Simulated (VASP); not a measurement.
Set up this calculation in VASP 6.6.1, as the native input.

* Task: single point
* Functional: PBE
* Potentials or basis: VASP PAW PBE potentials, release 64 (Co, O)
* Cutoff: 520 eV
* k mesh: 10 × 10 × 10
* Occupations: gaussian, width 0.1 eV
* Spin: collinear spin, ferromagnetic start
* Starting moments: [2.0, 0.0] μB
* Dipole correction: no
* Further INCAR settings: ALGO = Normal; EDIFF = 1e-06; NBANDS = 18

The structure of CoO lies in POSCAR:

```
CoO
1.0
   -1.5080004400      1.5080004400      2.1072503600
    1.5080004400     -1.5080004400      2.1072503600
    1.5080004400      1.5080004400     -2.1072503600
Co O
1 1
Direct
    0.0000000000      0.0000000000      0.0000000000
    0.5000000000      0.5000000000      0.0000000000
```

The input as run:

INCAR

```
SYSTEM = CoO
ALGO = Normal ; EDIFF = 1E-6
ENCUT = 520 ; GGA = PE
ISIF = 2 ; ISMEAR = 0
ISPIN = 2 ; LASPH = .True.
LCHARG = .False. ; LMAXMIX = 4
LORBIT = 11 ; LREAL = .False.
LWAVE = .False. ; MAGMOM = 2 0
NBANDS = 18 ; NELM = 150
PREC = Accurate ; SIGMA = 0.1
```

KPOINTS

```
k-points
0
Gamma
  10 10 10
  0 0 0
```

Potentials or basis: VASP PAW PBE potentials, release 64 (Co, O).

Launch:

```bash
$ cat potpaw_PBE.64/Co/POTCAR potpaw_PBE.64/O/POTCAR > POTCAR
$ mpirun -np 1 vasp_std > vasp.out
```

Results of the run:

| Property | Result |
| --- | --- |
| Pressure | -0.5 GPa |
| Net moment | 2.89 μB per cell |
| Site moments | Co +2.55; O +0.29 μB |
| Valence electrons inside the program's atomic spheres | Co 7.81; O 4.98 |

Caveat: a cell with one magnetic atom can't hold antiferromagnetic order, which such compounds often take.

Run time: 46 s on 1 thread of Intel(R) Xeon(R) Platinum 8488C (Sapphire Rapids), on a shared host, peak memory 0.19 GiB.
